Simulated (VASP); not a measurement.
Input of a VASP 6.6.1 run:

Contents of POSCAR:

```
Bi
1.0
    3.2546013289      0.0000000000      0.0000000000
    0.0000000000      3.2546013289      0.0000000000
    0.0000000000      0.0000000000      3.2546013289
Bi
1
Direct
    0.0000000000      0.0000000000      0.0000000000
```

INCAR.step1

```
PREC = Accurate
ENCUT = 520
ISMEAR = 0
SIGMA = 0.1
LREAL = F
LASPH = T
NELM = 80
NBANDS = 14
GGA = PE
ALGO = Normal
EDIFF = 1E-4
LWAVE = T
LCHARG = F
```

Contents of INCAR.step2:

```
PREC = Accurate
ENCUT = 520
EDIFF = 1E-6
ISMEAR = 0
SIGMA = 0.1
LREAL = F
LASPH = T
NELM = 80
ALGO = Normal
ISIF = 2
LWAVE = F
LCHARG = T
METAGGA = R2SCAN
LMIXTAU = T
LELF = T
LVHAR = T
NBANDS = 14
ISTART = 1
```

KPOINTS

```
regular mesh
0
Gamma
  14 14 14
```

Potentials or basis: VASP PAW PBE potentials, release 64 (Bi_d).

Launch:

```console
$ cat potpaw_PBE.64/Bi_d/POTCAR > POTCAR
$ cp INCAR.step1 INCAR
$ mpirun -np 1 vasp_std > vasp.out
$ cp INCAR.step2 INCAR
$ mpirun -np 1 vasp_std > vasp.out
```

Question: Estimate the band gap on the k mesh.

Answer: Zero (an odd number of electrons rules out a gap without spin polarisation).

Question: What does it give for the pressure?

Answer: -0.1 GPa.

Caveat: the PAW data sets were made with another functional, which shifts forces and pressure a little; spin-orbit coupling is left out, which moves the levels of the heavy elements.
